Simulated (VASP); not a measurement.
A run of VASP 6.6.1 is set up as follows.

The input INCAR:

```
ALGO     = Normal         # electronic algorithm
EDIFF    = 1E-7           # SCF threshold, eV
ENCUT    = 520            # plane-wave cutoff, eV
GGA      = PS             # functional
ISIF     = 2              # what is computed and relaxed
ISMEAR   = 0              # smearing method
LASPH    = True           # aspherical terms in the spheres
LCHARG   = False          # write CHGCAR
LREAL    = False          # projectors in reciprocal space
LWAVE    = False          # write WAVECAR
NBANDS   = 26             # bands
NELM     = 60             # most SCF steps
PREC     = Accurate       # precision mode
SIGMA    = 0.05           # smearing width, eV
```

The input KPOINTS:

```
k-points
0
Gamma
  6 6 6
```

The input POSCAR:

```
AlN
1.0
    4.3771405283      0.0000000000      0.0000000000
    0.0000000000     -4.3771405283      0.0000000000
    0.0000000000      0.0000000000     -4.3771405283
Al N
4 4
Direct
   -0.0407094330      0.0575718322     -0.0407094330
    0.5000000000      0.5000000000      0.0000000000
    0.5000000000      0.0000000000      0.5000000000
    0.0000000000      0.5000000000      0.5000000000
    0.7500000000      0.7500000000      0.7500000000
    0.2500000000      0.2500000000      0.7500000000
    0.2500000000      0.7500000000      0.2500000000
    0.7500000000      0.2500000000      0.2500000000
```

Potentials or basis: VASP PAW PBE potentials, release 64 (Al, N).

Command:

```bash
$ cat potpaw_PBE.64/Al/POTCAR potpaw_PBE.64/N/POTCAR > POTCAR
$ mpirun -np 1 vasp_std > vasp.out
```

**Question.** Estimate the band gap on the k mesh.

**Answer.** 1.24 eV.

**Question.** What does it give for the largest force?

**Answer.** 4.872 eV/Å.

Stress tensor (GPa, compression positive):
```
 3.65 -0.60  2.88
-0.60  1.46  0.60
 2.88  0.60  3.65
```

Caveat: the cell differs from its parent crystal (atom 1 (Al) moved by -0.252 Å along [1 1 0] and -0.252 Å along [0 0 1]); the PAW data sets were made with another functional, which shifts forces and pressure a little.
